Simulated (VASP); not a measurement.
W: electric field gradients with PBE

W:

```
CELL_PARAMETERS angstrom
-1.60788 1.60788 1.60788
1.60788 -1.60788 1.60788
1.60788 1.60788 -1.60788
ATOMIC_POSITIONS crystal
W 0.00000 0.00000 0.00000
```

This cell differs from its parent crystal: volume scaled by 1.02.

```yaml
Program: VASP 6.6.1
Task: electric field gradients
Functional: PBE
Potentials_or_basis: VASP PAW PBE potentials, release 64 (W_sv)
Cutoff: 520 eV
k_mesh: 14 × 14 × 14
Occupations: fermi-dirac, width 0.08 eV
Spin: no spin polarisation
Dipole_correction: no
Further_INCAR_settings: ALGO = Normal; EDIFF = 1e-08; NBANDS = 13
```

* Pressure: -7.9 GPa
* Band gap on the k mesh: zero (band 7 reaches 15.58 eV, above the bottom of band 8 at 9.61 eV)

Levels at points of the mesh, in eV from the Fermi level:
```tsv
k point	band 3	band 4	band 5	band 6	band 7	band 8	band 9	band 10	band 11	band 12
(0.00, 0.00, 0.00)	-37.94	-37.94	-9.42	-1.21	-1.21	-1.21	2.09	2.09	14.35	14.35
(0.50, 0.00, 0.00)	-38.30	-37.94	-6.03	-3.40	0.47	1.96	2.88	5.67	10.27	11.31
(0.50, 0.50, 0.50)	-38.71	-38.71	-5.51	-5.51	4.77	4.77	4.77	7.82	7.82	7.82
```

It took 8.3 s on 1 thread of Intel(R) Xeon(R) 6975P-C (Granite Rapids), on a shared host, peak memory 0.15 GiB.

Caveat: without QUAD_EFG the Cq values of the log hold for a quadrupole moment of 1 mb, not for the nuclei; spin-orbit coupling is left out, which moves the levels of the heavy elements.
